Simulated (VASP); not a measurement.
# NaI in VASP: further runs

Runs on NaI. Level: PBEsol. Tasks: single point.

Program: VASP 6.6.1. These are calculated values, not measurements. Logs are shortened: lines on timing, memory, paths and dates and some standing lists are left out, and cuts for length are marked.

## 1. The cell of the first run

It takes space group Fm-3m (No. 225, cubic). The conventional cell has a = 6.473 Å, b = 6.473 Å, c = 6.473 Å, α = 90.00°, β = 90.00°, γ = 90.00°. Na (site symmetry m-3m) has 6 I at 3.24 Å within 4.3 Å. I (site symmetry m-3m) has 6 Na at 3.24 Å within 4.3 Å.

## 2. Single point, PBEsol

INCAR reads:

```
SYSTEM = NaI
PREC = Accurate
ENCUT = 500
EDIFF = 1E-6
ISMEAR = 0
SIGMA = 0.01
LREAL = .FALSE.
LASPH = .TRUE.
NELM = 120
ALGO = Normal
ISIF = 2
LWAVE = .FALSE.
LCHARG = .FALSE.
GGA = PS
NBANDS = 14
GGA_COMPAT = .FALSE.
```

KPOINTS reads:

```
regular mesh
0
G
  4 4 4
  0 0 0
```

POSCAR reads:

```
NaI
1.0
    0.0000000000      3.2364000000      3.2364000000
    3.2364000000      0.0000000000      3.2364000000
    3.2364000000      3.2364000000      0.0000000000
Na I
1 1
Direct
    0.0000000000      0.0000000000      0.0000000000
    0.5000000000      0.5000000000      0.5000000000
```

Potentials or basis: VASP PAW PBE potentials, release 64 (Na_pv, I).

Started as:

```console
$ cat potpaw_PBE.64/Na_pv/POTCAR potpaw_PBE.64/I/POTCAR > POTCAR
$ mpirun -np 1 vasp_std > vasp.out
```

OUTCAR:

```text
SYSTEM = NaI
   PREC = Accurate
   ENCUT = 500
   EDIFF = 1E-6
   ISMEAR = 0
   LREAL = .FALSE.
   LASPH = .TRUE.
   NELM = 120
   ISIF = 2
   GGA = PS

 ion  position               nearest neighbor table
   1  0.000  0.000  0.000-
   2  0.500  0.500  0.500-

  LATTYP: Found a face centered cubic cell.
 ALAT       =     6.4728000000

  Lattice vectors:

 A1 = (   0.0000000000,   3.2364000000,   3.2364000000)
 A2 = (   3.2364000000,   0.0000000000,   3.2364000000)
 A3 = (   3.2364000000,   3.2364000000,   0.0000000000)

Analysis of symmetry for initial positions (statically):
=====================================================================
 Subroutine PRICEL returns:
 Original cell was already a primitive cell.

 Routine SETGRP: Setting up the symmetry group for a
 face centered cubic supercell.

 Subroutine GETGRP returns: Found 48 space group operations
 (whereof 48 operations were pure point group operations)
 out of a pool of 48 trial point group operations.

The static configuration has the point symmetry O_h .

Analysis of symmetry for dynamics (positions and initial velocities):
=====================================================================
 Subroutine PRICEL returns:
 Original cell was already a primitive cell.

 Routine SETGRP: Setting up the symmetry group for a
 face centered cubic supercell.

 Subroutine GETGRP returns: Found 48 space group operations
 (whereof 48 operations were pure point group operations)
 out of a pool of 48 trial point group operations.

The dynamic configuration has the point symmetry O_h .

 Subroutine INISYM returns: Found 48 space group operations
 (whereof 48 operations are pure point group operations),
 and found     1 'primitive' translations

----------------------------------------------------------------------------------------

                                     Primitive cell

  volume of cell :      67.7980

  direct lattice vectors                    reciprocal lattice vectors
     0.000000000  3.236400000  3.236400000    -0.154492646  0.154492646  0.154492646
     3.236400000  0.000000000  3.236400000     0.154492646 -0.154492646  0.154492646
     3.236400000  3.236400000  0.000000000     0.154492646  0.154492646 -0.154492646

  length of vectors
     4.576960773  4.576960773  4.576960773     0.267589113  0.267589113  0.267589113

  position of ions in fractional coordinates (direct lattice)
     0.000000000  0.000000000  0.000000000
     0.500000000  0.500000000  0.500000000

  ion indices of the primitive-cell ions
   primitive index   ion index
                 1           1
                 2           2

----------------------------------------------------------------------------------------

 KPOINTS: regular mesh

Automatic generation of k-mesh.
 Grid dimensions read from file:
 generate k-points for:    4    4    4

 Generating k-lattice:

  Cartesian coordinates                     Fractional coordinates (reciprocal lattice)
    -0.038623162  0.038623162  0.038623162     0.250000000  0.000000000  0.000000000
     0.038623162 -0.038623162  0.038623162     0.000000000  0.250000000  0.000000000
     0.038623162  0.038623162 -0.038623162     0.000000000  0.000000000  0.250000000

  Length of vectors
     0.066897278  0.066897278  0.066897278

  Shift w.r.t. Gamma in fractional coordinates (k-lattice)
     0.000000000  0.000000000  0.000000000

 Subroutine IBZKPT returns following result:
 ===========================================

 Found      8 irreducible k-points:

 Following reciprocal coordinates:
            Coordinates               Weight
  0.000000  0.000000  0.000000      1.000000
  0.250000  0.000000  0.000000      8.000000
  0.500000  0.000000  0.000000      4.000000
  0.250000  0.250000  0.000000      6.000000
  0.500000  0.250000  0.000000     24.000000
 -0.250000  0.250000  0.000000     12.000000
  0.500000  0.500000  0.000000      3.000000
 -0.250000  0.500000  0.250000      6.000000
   k-points           NKPTS =      8   k-points in BZ     NKDIM =      8   number of bands    NBANDS=     14
   number of dos      NEDOS =    301   number of ions     NIONS =      2
   total plane-waves  NPLWV =  46656
   dimension x,y,z NGX =    36 NGY =   36 NGZ =   36
   dimension x,y,z NGXF=    72 NGYF=   72 NGZF=   72
   ions per type =               1   1
   NGX,Y,Z   is equivalent  to a cutoff of  13.08, 13.08, 13.08 a.u.
   NGXF,Y,Z  is equivalent  to a cutoff of  26.15, 26.15, 26.15 a.u.
 SYSTEM =  NaI
   PREC   = accura    normal or accurate (medium, high low for compatibility)
   ISTART =      0    job   : 0-new  1-cont  2-samecut
   ICHARG =      2    charge: 1-file 2-atom 10-const
   ISPIN  =      1    spin polarized calculation?
   LNONCOLLINEAR =      F non collinear calculations
   LSORBIT =      F    spin-orbit coupling
   LASPH  =      T    aspherical Exc in radial PAW
   ENCUT  =  500.0 eV  36.75 Ry    6.06 a.u.   8.34  8.34  8.34*2*pi/ulx,y,z
   NELM   =    120;   NELMIN=  2; NELMDL= -5     # of ELM steps
   EDIFF  = 0.1E-05   stopping-criterion for ELM
   LREAL  =      F    real-space projection
   EDIFFG = 0.1E-04   stopping-criterion for IOM
   NSW    =      0    number of steps for IOM
   IBRION =     -1    ionic relax: 0-MD 1-quasi-New 2-CG
   NFREE  =      0    steps in history (QN), initial steepest desc. (CG)
   ISIF   =      2    stress and relaxation
   ISYM   =      2    0-nonsym 1-usesym 2-fastsym
   POTIM  = 0.5000    time-step for ionic-motion
   TEBEG  =    0.0;   TEEND  =   0.0 temperature during run
   PSTRESS=    0.0 pullay stress
   NELECT =      14.0000    total number of electrons
   NUPDOWN=      -1.0000    fix difference up-down
   EMIN   =  10.00;   EMAX   =-10.00  energy-range for DOS
   EFERMI =   0.00;   METHOD = LEGACY
   ISMEAR =     0;   SIGMA  =   0.01  broadening in eV -4-tet -1-fermi 0-gaus
   EFERMI_NEDOS =   21; number of points for ismear=-14 and -15
   IALGO  =     38    algorithm
   IMIX   =      4    mixing-type and parameters
     AMIX     =   0.40;   BMIX     =  1.00
     AMIX_MAG =   1.60;   BMIX_MAG =  1.00
  volume/ion in A,a.u.               =      33.90       228.76
  Fermi-wavevector in a.u.,A,eV,Ry     =   0.967636  1.828567 12.739397  0.936319
  Thomas-Fermi vector in A             =   2.097538
   LORBIT       =      0    0 simple, 1 ext, 2 COOP (PROOUT), +10 PAW based schemes
   GGA     = PS    functional components
   LHFCALC =     F    Hartree Fock is set to
   AEXX    =    0.0000 exact exchange contribution
   IVDW    =     0    specifies the selected vdW correction
   LEPSILON=     F    determine dielectric tensor
   LRPA    =     F    only Hartree local field effects (RPA)
 non-spin polarized calculation
 Gauss-broadening in eV      SIGMA  =   0.01
  energy-cutoff  :      500.00
  volume of cell :       67.80
 maximum number of plane-waves:      1759
 NGX is ok and might be reduce to    36
   NGX = 17   NGY = 17   NGZ = 17

 number of electron      13.9999993 magnetization

 Free energy of the ion-electron system (eV)
  ---------------------------------------------------
  ext. energy  EPLUGINS =         0.00000000
  ---------------------------------------------------
  free energy    TOTEN  =        -5.66061787 eV

  energy without entropy =       -5.66061787  energy(sigma->0) =       -5.66061787

 E-fermi :   0.7885     XC(G=0):  -7.8425

 val. band max:        0.7227883693   @ k =   0.0000   0.0000   0.0000
 cond. band min:       4.2264240049   @ k =   0.0000   0.0000   0.0000
 fundamental gap:      3.5036356355
 Fermi energy:         0.7884568305

 k-point     1 :       0.0000    0.0000    0.0000
  band No.  band energies     occupation
      1     -21.5315      2.00000
      2     -21.5315      2.00000
      3     -21.5315      2.00000
      4     -10.3328      2.00000
      5       0.7228      2.00000
      6       0.7228      2.00000
      7       0.7228      2.00000
      8       4.2264      0.00000
      9       8.5657      0.00000
     10       8.5657      0.00000
     11       8.5657      0.00000
     12      10.4366      0.00000
     13      10.4366      0.00000
     14      10.9573      0.00000

 k-point     2 :       0.2500    0.0000    0.0000
  band No.  band energies     occupation
      1     -21.5342      2.00000
      2     -21.5316      2.00000
      3     -21.5316      2.00000
      4     -10.1808      2.00000
      5      -0.5963      2.00000
      6       0.5734      2.00000
      7       0.5734      2.00000
      8       5.5190      0.00000
      9       8.1193      0.00000
     10       8.6126      0.00000
     11       8.6126      0.00000
     12      10.1969      0.00000
     13      10.1969      0.00000
     14      11.0472      0.00000

 k-point     3 :       0.5000    0.0000    0.0000
  band No.  band energies     occupation
      1     -21.5370      2.00000
      2     -21.5318      2.00000
      3     -21.5318      2.00000
      4     -10.0162      2.00000
      5      -1.4953      2.00000
      6       0.4369      2.00000
      7       0.4369      2.00000
      8       5.6668      0.00000
      9       8.0927      0.00000
     10       8.0927      0.00000
     11       9.4166      0.00000
     12      10.8686      0.00000
     13      12.9783      0.00000
     14      12.9784      0.00000
[... 52 lines left out ...]
 k-point     7 :       0.5000    0.5000    0.0000
  band No.  band energies     occupation
      1     -21.5356      2.00000
      2     -21.5332      2.00000
      3     -21.5332      2.00000
      4      -9.9387      2.00000
      5      -1.2176      2.00000
      6      -0.0342      2.00000
      7      -0.0342      2.00000
      8       5.1585      0.00000
      9       6.1429      0.00000
     10      10.4372      0.00000
     11      11.9154      0.00000
     12      11.9154      0.00000
     13      12.2949      0.00000
     14      13.9425      0.00000

 k-point     8 :      -0.2500    0.5000    0.2500
  band No.  band energies     occupation
      1     -21.5344      2.00000
      2     -21.5344      2.00000
      3     -21.5334      2.00000
      4      -9.9301      2.00000
      5      -0.7128      2.00000
      6      -0.7128      2.00000
      7      -0.2252      2.00000
      8       6.5094      0.00000
      9       8.0808      0.00000
     10       8.0808      0.00000
     11       8.5371      0.00000
     12      12.5920      0.00000
     13      12.5920      0.00000
     14      13.3760      0.00000

------------------------ aborting loop because EDIFF is reached ----------------------------------------

  FORCE on cell =-STRESS in cart. coord.  units (eV):
  Direction    XX          YY          ZZ          XY          YZ          ZX
  --------------------------------------------------------------------------------------
  -------------------------------------------------------------------------------------
  Total       -0.1802557     -0.1802557     -0.1802557      0.0000000      0.0000000     -0.0000000
  in kB       -4.2597383     -4.2597383     -4.2597383      0.0000000      0.0000000     -0.0000000
  external PRESSURE =      -4.2597383 kB  Pullay stress =       0.0000000 kB

 VOLUME and BASIS-vectors are now :
 -----------------------------------------------------------------------------
  energy-cutoff  :      500.00
  volume of cell :       67.80
      direct lattice vectors                 reciprocal lattice vectors
     0.000000000  3.236400000  3.236400000    -0.154492646  0.154492646  0.154492646
     3.236400000  0.000000000  3.236400000     0.154492646 -0.154492646  0.154492646
     3.236400000  3.236400000  0.000000000     0.154492646  0.154492646 -0.154492646

 POSITION                                       TOTAL-FORCE (eV/Angst)
 -----------------------------------------------------------------------------------
      0.00000      0.00000      0.00000        -0.000000      0.000000     -0.000000
      3.23640      3.23640      3.23640         0.000000      0.000000      0.000000
 -----------------------------------------------------------------------------------
    total drift:                                0.000000      0.000000      0.000000

  FREE ENERGIE OF THE ION-ELECTRON SYSTEM (eV)
  ---------------------------------------------------
  free  energy   TOTEN  =        -5.6606178678 eV

  energy  without entropy=       -5.6606178678  energy(sigma->0) =       -5.66061787
```

Wall time 11 s (1 thread of Intel Xeon 8259CL, shared host); peak memory 0.2 GiB.

What came out:

* Free energy: -5.6606 eV
* Pressure: -0.4 GPa
* Band gap on the k mesh: 3.50 eV

Caveat: the k points lie up to 0.42 Å⁻¹ apart; the PAW data sets were made with another functional, which shifts forces and pressure a little; spin-orbit coupling is left out, which moves the levels of the heavy elements.

## 3. Single point, PBEsol

INCAR reads:

```
SYSTEM = NaI
PREC = Accurate
ENCUT = 500
EDIFF = 1E-6
ISMEAR = 0
SIGMA = 0.01
LREAL = .False.
LASPH = .True.
NELM = 120
ALGO = Normal
ISIF = 2
LWAVE = .False.
LCHARG = .False.
GGA = PS
NBANDS = 14
GGA_COMPAT = .False.
```

KPOINTS reads:

```
regular mesh
0
Gamma
  4 4 4
  0 0 0
```

Edit POSCAR of step 2 so:

```diff
@@ -9,2 +9,2 @@
     0.0000000000      0.0000000000      0.0000000000
-    0.5000000000      0.5000000000      0.5000000000
+    0.5000000000      0.5000000000      0.5150000000
```

Potentials or basis: VASP PAW PBE potentials, release 64 (Na_pv, I).

Started as:

```console
$ cat potpaw_PBE.64/Na_pv/POTCAR potpaw_PBE.64/I/POTCAR > POTCAR
$ mpirun -np 1 vasp_std > vasp.out
```

Wall time 25 s (1 thread of Intel Xeon 8259CL, shared host); peak memory 0.21 GiB.

The run converged. Its results:

| Property | Result |
| --- | --- |
| Free energy | -5.6586 eV |
| Pressure | -0.4 GPa |
| Largest force | 0.058 eV/Å |
| Band gap on the k mesh | 3.50 eV |

Forces on the atoms (eV/Å):
```
Na   0.041  0.041  0.000
I   -0.041 -0.041  0.000
```

Levels at points of the mesh, in eV from the valence-band top:
```tsv
k point	band 3	band 4	band 5	band 6	band 7	band 8	band 9	band 10	band 11	band 12
(0.00, 0.00, 0.00)	-22.25	-11.06	0.00	0.00	0.00	3.50	7.84	7.84	7.85	9.72
(0.50, 0.00, 0.00)	-22.25	-10.74	-2.22	-0.29	-0.29	4.94	7.37	7.37	8.69	10.14
(0.00, 0.00, 0.50)	-22.25	-10.74	-2.22	-0.29	-0.29	4.94	7.37	7.37	8.69	10.15
(0.50, 0.50, 0.00)	-22.25	-10.66	-1.94	-0.76	-0.76	4.44	5.42	9.71	11.19	11.20
(0.00, 0.50, 0.50)	-22.25	-10.66	-1.94	-0.76	-0.76	4.44	5.42	9.71	11.19	11.19
```

Caveat: the k points lie up to 0.42 Å⁻¹ apart; the PAW data sets were made with another functional, which shifts forces and pressure a little; spin-orbit coupling is left out, which moves the levels of the heavy elements.
